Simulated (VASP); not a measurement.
BaTe, 2 atoms in the cell. It takes space group P-6m2 (No. 187, hexagonal). Conventional cell: a = 4.861 Å, b = 4.861 Å, c = 4.440 Å, α = 90.00°, β = 90.00°, γ = 120.00°. Within 4.7 Å of Ba (site symmetry -6m2) lie 6 Te at 3.58 Å and 2 Ba at 4.44 Å. Within 4.7 Å of Te (site symmetry -6m2) lie 6 Ba at 3.58 Å and 2 Te at 4.44 Å.  This cell differs from its parent crystal: volume scaled by 1.03, then relaxed in part.

| Property | Result |
| --- | --- |
| Program | VASP 6.6.1 |
| Task | single point |
| Functional | PBE |
| Potentials or basis | VASP PAW PBE potentials, release 64 (Ba_sv, Te) |
| Cutoff | 520 eV |
| k mesh | 9 × 9 × 6 |
| Occupations | gaussian, width 0.02 eV |
| Spin | no spin polarisation |
| Dipole correction | no |
| Further INCAR settings | ALGO = Normal; EDIFF = 1e-07; NBANDS = 15 |

Potentials or basis: VASP PAW PBE potentials, release 64 (Ba_sv, Te).

Command:

```bash
$ cat potpaw_PBE.64/Ba_sv/POTCAR potpaw_PBE.64/Te/POTCAR > POTCAR
$ mpirun -np 1 vasp_std > vasp.out
```

Hardware: 1 thread of Intel(R) Xeon(R) Platinum 8488C (Sapphire Rapids), with other jobs on the host.

Task: How long does it take, and how much memory?

Result: Wall time 42 s on 1 thread of Intel(R) Xeon(R) Platinum 8488C (Sapphire Rapids) (shared host), peak memory 0.25 GiB. Counts: scf iterations 16, k points 48.
